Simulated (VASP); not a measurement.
Set up this calculation in VASP 6.6.1, as the native input.

```
Task                   : single point
Functional             : r2SCAN
Potentials or basis    : VASP PAW PBE potentials, release 64 (H, Cl)
Cutoff                 : 520 eV
k mesh                 : 16 × 16 × 16
Occupations            : gaussian, width 0.15 eV
Spin                   : no spin polarisation
Dipole correction      : no
Further INCAR settings : ALGO = Normal; EDIFF = 1e-06; NBANDS = 11
```

HCl:

```
H Cl
1.0
     0.00000    2.69644    2.73750
     2.69644    0.00000    2.73750
     2.69644    2.69644    0.00000
H Cl
1 1
Cartesian
  0.0000 0.0000 0.0000
  2.6964 2.6964 2.7375
```

This cell differs from its parent crystal: strain -0.015 along x and y, +0.000 along z.

One way to write it, as run:

POSCAR

```
HCl
1.0
    0.0000000000      2.6964375000      2.7375000000
    2.6964375000      0.0000000000      2.7375000000
    2.6964375000      2.6964375000      0.0000000000
H Cl
1 1
Direct
    0.0000000000      0.0000000000      0.0000000000
    0.5000000000      0.5000000000      0.5000000000
```

INCAR.step1

```
  ALGO = Normal
  EDIFF = 1E-4
  ENCUT = 520
  GGA = PE
  ISMEAR = 0
  LASPH = T
  LCHARG = F
  LREAL = F
  LWAVE = T
  NBANDS = 11
  NELM = 80
  PREC = Accurate
  SIGMA = 0.15
```

INCAR.step2

```
  ALGO = Normal
  EDIFF = 1E-6
  ENCUT = 520
  ISIF = 2
  ISMEAR = 0
  ISTART = 1
  LASPH = T
  LCHARG = F
  LMIXTAU = T
  LREAL = F
  LWAVE = F
  METAGGA = R2SCAN
  NBANDS = 11
  NELM = 80
  PREC = Accurate
  SIGMA = 0.15
```

KPOINTS

```
k-points
0
Gamma
  16 16 16
```

Potentials or basis: VASP PAW PBE potentials, release 64 (H, Cl).

Run with:

```sh
$ cat potpaw_PBE.64/H/POTCAR potpaw_PBE.64/Cl/POTCAR > POTCAR
$ cp INCAR.step1 INCAR
$ mpirun -np 1 vasp_std > vasp.out
$ cp INCAR.step2 INCAR
$ mpirun -np 1 vasp_std > vasp.out
```

Results of the run:

The pressure is -10.3 GPa. The band gap on the k mesh is zero (band 4 reaches -2.41 eV, above the bottom of band 5 at -2.43 eV).

Caveat: the cell differs from its parent crystal (strain -0.015 along x and y, +0.000 along z); the PAW data sets were made with another functional, which shifts forces and pressure a little.

Wall time 9.3 min on 1 thread of Intel Xeon 6975P-C, with other jobs on the host, peak memory 0.26 GiB.
